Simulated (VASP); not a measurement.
# RbMgNbO3 in VASP: further runs

RbMgNbO3 is run at these levels: PBEsol, PBE; tasks: single point.

Program: VASP 6.6.1. These are calculated values, not measurements. Logs are shortened: lines on timing, memory, paths and dates and some standing lists are left out, and cuts for length are marked.

### Step 1. The cell of the first run

It takes space group Cm (No. 8, monoclinic). The conventional cell has a = 8.215 Å, b = 6.442 Å, c = 5.220 Å, α = 90.00°, β = 107.60°, γ = 90.00°. Nb (site symmetry m) has 3 O at 1.87 Å within 2.5 Å. Within 4.8 Å of Rb (site symmetry m) lie 12 O at 3.28 to 4.69 Å and 4 Mg at 3.67 to 3.73 Å and 7 Nb at 3.79 to 4.72 Å. Mg (site symmetry m) has 3 O at 1.96 Å within 2.6 Å. O (site symmetry 1) has 1 Nb at 1.87 Å and 1 Mg at 1.96 Å within 2.5 Å. Within 2.5 Å of O (site symmetry m) lie 1 Nb at 1.87 Å and 1 Mg at 1.96 Å.

### Step 2. Single point, PBEsol

Contents of INCAR:

```
SYSTEM = RbMgNbO3
PREC = Accurate
ENCUT = 520
EDIFF = 1E-7
ISMEAR = 1
SIGMA = 0.05
LREAL = .FALSE.
LASPH = .TRUE.
NELM = 80
ALGO = Normal
ISIF = 2
LWAVE = .FALSE.
LCHARG = .FALSE.
GGA = PS
NBANDS = 30
```

Contents of KPOINTS:

```
Automatic mesh
0
G
  8 8 8
  0 0 0
```

Contents of POSCAR:

```
RbMgNbO3
1.0
    4.1075982116     -3.2211924148      0.0000000000
    4.1075982116      3.2211924148      0.0000000000
   -1.5785830165      0.0000000000      4.9759404912
Nb Rb Mg O
1 1 1 3
Direct
    0.0926169700      0.0926169700      0.9048465200
    0.4954889400      0.4954889400      0.4999296000
    0.8301258600      0.8301258600      0.1669181900
    0.4389676600      0.9377299000      0.0602667600
    0.9377299000      0.4389676600      0.0602667600
    0.9384036800      0.9384036800      0.5577721600
```

Potentials or basis: VASP PAW PBE potentials, release 64 (Nb_sv, Rb_sv, Mg, O).

Launch:

```console
$ cat potpaw_PBE.64/Nb_sv/POTCAR potpaw_PBE.64/Rb_sv/POTCAR potpaw_PBE.64/Mg/POTCAR potpaw_PBE.64/O/POTCAR > POTCAR
$ mpirun -np 1 vasp_std > vasp.out
```

OUTCAR:

```text
SYSTEM = RbMgNbO3
   PREC = Accurate
   ENCUT = 520
   EDIFF = 1E-7
   ISMEAR = 1
   LREAL = .FALSE.
   LASPH = .TRUE.
   NELM = 80
   ISIF = 2
   GGA = PS

 ion  position               nearest neighbor table
   1  0.093  0.093  0.905-   4 1.87   5 1.87   6 1.87   3 2.88   2 3.79   2 3.80   2 3.80
   2  0.495  0.495  0.500-   4 3.28   5 3.28   6 3.28   6 3.28   4 3.29   5 3.29   4 3.54   5 3.54
                             6 3.56   3 3.67   3 3.72   3 3.72   3 3.73   1 3.79   1 3.80   1 3.80
   3  0.830  0.830  0.167-   4 1.96   5 1.96   6 1.96   1 2.88   2 3.67   2 3.72   2 3.72   2 3.73

   4  0.439  0.938  0.060-   1 1.87   3 1.96   2 3.28   2 3.29   2 3.54
   5  0.938  0.439  0.060-   1 1.87   3 1.96   2 3.28   2 3.29   2 3.54
   6  0.938  0.938  0.558-   1 1.87   3 1.96   2 3.28   2 3.28   2 3.56

  LATTYP: Found a base centered monoclinic cell.
 ALAT       =     8.2151964232
 B/A-ratio  =     0.7842033833
 C/A-ratio  =     0.6354487156
 COS(beta)  =    -0.3023910744

  Lattice vectors:

 A1 = (   4.1075982116,  -3.2211924148,   0.0000000000)
 A2 = (   4.1075982116,   3.2211924148,   0.0000000000)
 A3 = (  -1.5785830165,   0.0000000000,   4.9759404912)

Analysis of symmetry for initial positions (statically):
=====================================================================
 Subroutine PRICEL returns:
 Original cell was already a primitive cell.

 Routine SETGRP: Setting up the symmetry group for a
 base centered monoclinic supercell.

 Subroutine GETGRP returns: Found  2 space group operations
 (whereof  2 operations were pure point group operations)
 out of a pool of  4 trial point group operations.

The static configuration has the point symmetry C_1h.

Analysis of symmetry for dynamics (positions and initial velocities):
=====================================================================
 Subroutine PRICEL returns:
 Original cell was already a primitive cell.

 Routine SETGRP: Setting up the symmetry group for a
 base centered monoclinic supercell.

 Subroutine GETGRP returns: Found  2 space group operations
 (whereof  2 operations were pure point group operations)
 out of a pool of  4 trial point group operations.

The dynamic configuration has the point symmetry C_1h.

 Subroutine INISYM returns: Found  2 space group operations
 (whereof  2 operations are pure point group operations),
 and found     1 'primitive' translations

----------------------------------------------------------------------------------------

                                     Primitive cell

  volume of cell :     131.6770

  direct lattice vectors                    reciprocal lattice vectors
     4.107598212 -3.221192415  0.000000000     0.121725635 -0.155222022  0.038616623
     4.107598212  3.221192415  0.000000000     0.121725635  0.155222022  0.038616623
    -1.578583017  0.000000000  4.975940491     0.000000000  0.000000000  0.200967034

  length of vectors
     5.220004180  5.220004180  5.220336015     0.201003109  0.201003109  0.200967034

  position of ions in fractional coordinates (direct lattice)
     0.092616970  0.092616970  0.904846520
     0.495488940  0.495488940  0.499929600
     0.830125860  0.830125860  0.166918190
     0.438967660  0.937729900  0.060266760
     0.937729900  0.438967660  0.060266760
     0.938403680  0.938403680  0.557772160

  ion indices of the primitive-cell ions
   primitive index   ion index
                 1           1
                 2           2
                 3           3
                 4           4
                 5           5
                 6           6

----------------------------------------------------------------------------------------

 KPOINTS: Automatic mesh

Automatic generation of k-mesh.
 Grid dimensions read from file:
 generate k-points for:    8    8    8

 Generating k-lattice:

  Cartesian coordinates                     Fractional coordinates (reciprocal lattice)
     0.015215704 -0.019402753  0.004827078     0.125000000  0.000000000  0.000000000
     0.015215704  0.019402753  0.004827078     0.000000000  0.125000000  0.000000000
     0.000000000  0.000000000  0.025120879     0.000000000  0.000000000  0.125000000

  Length of vectors
     0.025125389  0.025125389  0.025120879

  Shift w.r.t. Gamma in fractional coordinates (k-lattice)
     0.000000000  0.000000000  0.000000000

 Subroutine IBZKPT returns following result:
 ===========================================

 Found    150 irreducible k-points:

 Following reciprocal coordinates:
            Coordinates               Weight
  0.000000  0.000000  0.000000      1.000000
  0.125000 -0.000000 -0.000000      4.000000
  0.250000 -0.000000 -0.000000      4.000000
  0.375000  0.000000  0.000000      4.000000
  0.500000 -0.000000 -0.000000      2.000000
  0.125000  0.125000 -0.000000      2.000000
[... 16 lines left out ...]
  0.125000 -0.000000  0.125000      4.000000
  0.250000 -0.000000  0.125000      4.000000
 [... further k-points ...]
   k-points           NKPTS =    150   k-points in BZ     NKDIM =    150   number of bands    NBANDS=     30
   number of dos      NEDOS =    301   number of ions     NIONS =      6
   total plane-waves  NPLWV =  64000
   dimension x,y,z NGX =    40 NGY =   40 NGZ =   40
   dimension x,y,z NGXF=    80 NGYF=   80 NGZF=   80
   ions per type =               1   1   1   3
   NGX,Y,Z   is equivalent  to a cutoff of  12.74, 12.74, 12.74 a.u.
   NGXF,Y,Z  is equivalent  to a cutoff of  25.48, 25.48, 25.48 a.u.
 SYSTEM =  RbMgNbO3
   PREC   = accura    normal or accurate (medium, high low for compatibility)
   ISTART =      0    job   : 0-new  1-cont  2-samecut
   ICHARG =      2    charge: 1-file 2-atom 10-const
   ISPIN  =      1    spin polarized calculation?
   LNONCOLLINEAR =      F non collinear calculations
   LSORBIT =      F    spin-orbit coupling
   LASPH  =      T    aspherical Exc in radial PAW
   ENCUT  =  520.0 eV  38.22 Ry    6.18 a.u.   9.71  9.71  9.71*2*pi/ulx,y,z
   NELM   =     80;   NELMIN=  2; NELMDL= -5     # of ELM steps
   EDIFF  = 0.1E-06   stopping-criterion for ELM
   LREAL  =      F    real-space projection
   EDIFFG = 0.1E-05   stopping-criterion for IOM
   NSW    =      0    number of steps for IOM
   IBRION =     -1    ionic relax: 0-MD 1-quasi-New 2-CG
   NFREE  =      0    steps in history (QN), initial steepest desc. (CG)
   ISIF   =      2    stress and relaxation
   ISYM   =      2    0-nonsym 1-usesym 2-fastsym
   POTIM  = 0.5000    time-step for ionic-motion
   TEBEG  =    0.0;   TEEND  =   0.0 temperature during run
   PSTRESS=    0.0 pullay stress
   NELECT =      42.0000    total number of electrons
   NUPDOWN=      -1.0000    fix difference up-down
   EMIN   =  10.00;   EMAX   =-10.00  energy-range for DOS
   EFERMI =   0.00;   METHOD = LEGACY
   ISMEAR =     1;   SIGMA  =   0.05  broadening in eV -4-tet -1-fermi 0-gaus
   EFERMI_NEDOS =   21; number of points for ismear=-14 and -15
   IALGO  =     38    algorithm
   IMIX   =      4    mixing-type and parameters
     AMIX     =   0.40;   BMIX     =  1.00
     AMIX_MAG =   1.60;   BMIX_MAG =  1.00
  volume/ion in A,a.u.               =      21.95       148.10
  Fermi-wavevector in a.u.,A,eV,Ry     =   1.118548  2.113749 17.022927  1.251150
  Thomas-Fermi vector in A             =   2.255180
   LORBIT       =      0    0 simple, 1 ext, 2 COOP (PROOUT), +10 PAW based schemes
   GGA     = PS    functional components
   LHFCALC =     F    Hartree Fock is set to
   AEXX    =    0.0000 exact exchange contribution
   IVDW    =     0    specifies the selected vdW correction
   LEPSILON=     F    determine dielectric tensor
   LRPA    =     F    only Hartree local field effects (RPA)
 non-spin polarized calculation
 Methfessel and Paxton  Order N= 1 SIGMA  =   0.05
  energy-cutoff  :      520.00
  volume of cell :      131.68
 maximum number of plane-waves:      3571
   NGX = 19   NGY = 19   NGZ = 19

 number of electron      41.9999991 magnetization

 Free energy of the ion-electron system (eV)
  ---------------------------------------------------
  ext. energy  EPLUGINS =         0.00000000
  ---------------------------------------------------
  free energy    TOTEN  =       -41.50641581 eV

  energy without entropy =      -41.50669825  energy(sigma->0) =      -41.50650995

 E-fermi :   1.8593     XC(G=0):  -8.3603

 val. band max:        1.8496335693   @ k =   0.5000   0.5000   0.5000
 cond. band min:       3.6957925114   @ k =   0.5000  -0.0000  -0.0000
 fundamental gap:      1.8461589420
 Fermi energy:         1.8593390267

 k-point     1 :       0.0000    0.0000    0.0000
  band No.  band energies     occupation
      1     -53.4554      2.00000
      2     -29.9440      2.00000
      3     -29.9428      2.00000
      4     -29.3283      2.00000
      5     -25.2987      2.00000
      6     -16.4114      2.00000
[... 22 lines left out ...]
     29       6.9672      0.00000
     30       8.2598      0.00000

 k-point     2 :       0.1250   -0.0000   -0.0000
  band No.  band energies     occupation
      1     -53.4554      2.00000
      2     -29.9441      2.00000
      3     -29.9429      2.00000
      4     -29.3283      2.00000
      5     -25.2984      2.00000
      6     -16.3970      2.00000
[... 22 lines left out ...]
     29       7.0435      0.00000
     30       8.2873      0.00000

 k-point     3 :       0.2500   -0.0000   -0.0000
  band No.  band energies     occupation
      1     -53.4554      2.00000
      2     -29.9444      2.00000
      3     -29.9429      2.00000
      4     -29.3285      2.00000
      5     -25.2978      2.00000
      6     -16.3591      2.00000
[... 22 lines left out ...]
     29       7.1558      0.00000
     30       8.1147      0.00000

 k-point     4 :       0.3750    0.0000    0.0000
  band No.  band energies     occupation
      1     -53.4554      2.00000
      2     -29.9447      2.00000
      3     -29.9429      2.00000
      4     -29.3286      2.00000
      5     -25.2971      2.00000
      6     -16.3146      2.00000
[... 616 lines left out ...]
     29       7.0364      0.00000
     30       8.1826      0.00000

 k-point    23 :       0.1250   -0.0000    0.1250
  band No.  band energies     occupation
      1     -53.4554      2.00000
      2     -29.9441      2.00000
      3     -29.9430      2.00000
      4     -29.3284      2.00000
      5     -25.2981      2.00000
      6     -16.3721      2.00000
[... 22 lines left out ...]
     29       7.1704      0.00000
     30       8.1313      0.00000

 k-point    24 :       0.2500   -0.0000    0.1250
  band No.  band energies     occupation
      1     -53.4554      2.00000
      2     -29.9444      2.00000
      3     -29.9431      2.00000
      4     -29.3285      2.00000
      5     -25.2975      2.00000
      6     -16.3299      2.00000
[... 22 lines left out ...]
     29       7.3288      0.00000
     30       8.1000      0.00000

 [... further k-points ...]
[... 5 lines left out ...]
  --------------------------------------------------------------------------------------
  -------------------------------------------------------------------------------------
  Total       -0.2242996     -3.8434663     -2.9399349      0.0000000      0.0000000     -1.8365851
  in kB       -2.7291623    -46.7653149    -35.7716110      0.0000000      0.0000000    -22.3466200
  external PRESSURE =     -28.4220294 kB  Pullay stress =       0.0000000 kB

 VOLUME and BASIS-vectors are now :
 -----------------------------------------------------------------------------
  energy-cutoff  :      520.00
  volume of cell :      131.68
      direct lattice vectors                 reciprocal lattice vectors
     4.107598212 -3.221192415  0.000000000     0.121725635 -0.155222022  0.038616623
     4.107598212  3.221192415  0.000000000     0.121725635  0.155222022  0.038616623
    -1.578583017  0.000000000  4.975940491     0.000000000  0.000000000  0.200967034

 POSITION                                       TOTAL-FORCE (eV/Angst)
 -----------------------------------------------------------------------------------
     -0.66751      0.00000      4.50246         0.170182      0.000000     -0.097138
      3.28136      0.00000      2.48762         0.030801      0.000000     -0.012035
      6.55615      0.00000      0.83057        -0.108741      0.000000      0.056959
      5.55978      1.60661      0.29988        -0.227753      0.754236     -0.375418
      5.55978     -1.60661      0.29988        -0.227753     -0.754236     -0.375418
      6.82868      0.00000      2.77544         0.363264      0.000000      0.803050
 -----------------------------------------------------------------------------------
    total drift:                                0.001063      0.000000     -0.000877

  FREE ENERGIE OF THE ION-ELECTRON SYSTEM (eV)
  ---------------------------------------------------
  free  energy   TOTEN  =       -41.5064158088 eV

  energy  without entropy=      -41.5066982462  energy(sigma->0) =      -41.50650995
```

Wall time 8.6 min (1 thread of Intel Xeon Platinum 8259CL at 2.50GHz (Skylake/Cascade Lake), shared host); peak memory 0.69 GiB.

What came out:

```yaml
Free_energy: -41.5064 eV
Pressure: -2.8 GPa
Largest_force: 0.881 eV/Å
Band_gap_on_the_k_mesh: 1.85 eV (least direct gap 1.88 eV)
```

Forces in eV/Å, atoms in the order of the input:
```
Nb   0.170  0.000 -0.097
Rb   0.031  0.000 -0.012
Mg  -0.109  0.000  0.057
O   -0.228  0.754 -0.375
O   -0.228 -0.754 -0.375
O    0.363  0.000  0.803
```

Levels at points of the mesh, in eV from the valence-band top:
```tsv
k point	band 17	band 18	band 19	band 20	band 21	band 22	band 23	band 24	band 25	band 26
(0.00, 0.00, 0.00)	-3.51	-3.50	-3.26	-2.77	-0.79	2.15	2.16	2.80	3.84	4.14
(0.50, 0.00, 0.00)	-3.56	-3.24	-3.22	-2.99	-0.30	1.85	2.36	2.69	3.93	4.20
(0.50, 0.50, 0.00)	-3.66	-3.41	-3.14	-2.99	-0.12	1.92	2.00	3.29	3.82	4.16
(0.00, 0.00, 0.50)	-3.57	-3.24	-3.23	-2.98	-0.30	1.85	2.35	2.70	3.93	4.20
(0.50, 0.00, 0.50)	-3.67	-3.41	-3.14	-2.99	-0.13	1.93	1.99	3.31	3.82	4.16
(0.50, 0.50, 0.50)	-3.86	-3.40	-3.40	-2.71	0.00	1.88	1.88	3.29	3.57	3.57
```

Caveat: the PAW data sets were made with another functional, which shifts forces and pressure a little.

(Part 1 of 2 ends here.)
